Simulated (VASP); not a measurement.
Here is a VASP 6.6.1 calculation.

The input INCAR:

```
SYSTEM = SiO2
ALGO = Normal ; EDIFF = 1E-6
ENCUT = 520 ; GGA = CA
ISIF = 2 ; ISMEAR = 0
LASPH = .True. ; LCHARG = .False.
LREAL = .False. ; LWAVE = .False.
NBANDS = 44 ; NELM = 100
PREC = Accurate ; SIGMA = 0.02
```

File KPOINTS:

```
k-points
0
Gamma
  6 6 6
  0 0 0
```

File POSCAR:

```
SiO2
1.0
   -2.6274886050      4.9282805657      4.3724603133
    2.6274886050     -4.9282805657      4.3724603133
    2.6274886050      4.9282805657     -4.3724603133
Si O
4 8
Direct
    0.9410050967      0.8490831569      0.0919219398
    0.7428387829      0.1509168431      0.5919219398
    0.0589949033      0.1509168431      0.9080780602
    0.2571612171      0.8490831569      0.4080780602
    0.1472196185      0.8972196185      0.2500000000
    0.8527803815      0.1027803815      0.7500000000
    0.8080814300      0.5000000000      0.8080814300
    0.1919185700      0.0000000000      0.6919185700
    0.1919185700      0.5000000000      0.1919185700
    0.8080814300      0.0000000000      0.3080814300
    0.0000000000      0.0000000000      0.0000000000
    0.5000000000      0.0000000000      0.5000000000
```

Potentials or basis: VASP PAW LDA potentials, release 64 (Si, O).

Command:

```sh
$ cat potpaw_LDA.64/Si/POTCAR potpaw_LDA.64/O/POTCAR > POTCAR
$ mpirun -np 1 vasp_std > vasp.out
```

Problem. Predict the band gap on the k mesh.

Solution. 5.44 eV.

Problem. Predict the largest force.

Solution. 0.056 eV/Å.

Problem. What does it give for the pressure?

Solution. -1.2 GPa.

Stress tensor (GPa, compression positive):
```
-1.17  0.00  0.00
 0.00 -1.16  0.00
 0.00  0.00 -1.26
```

A k mesh can miss the band edges.
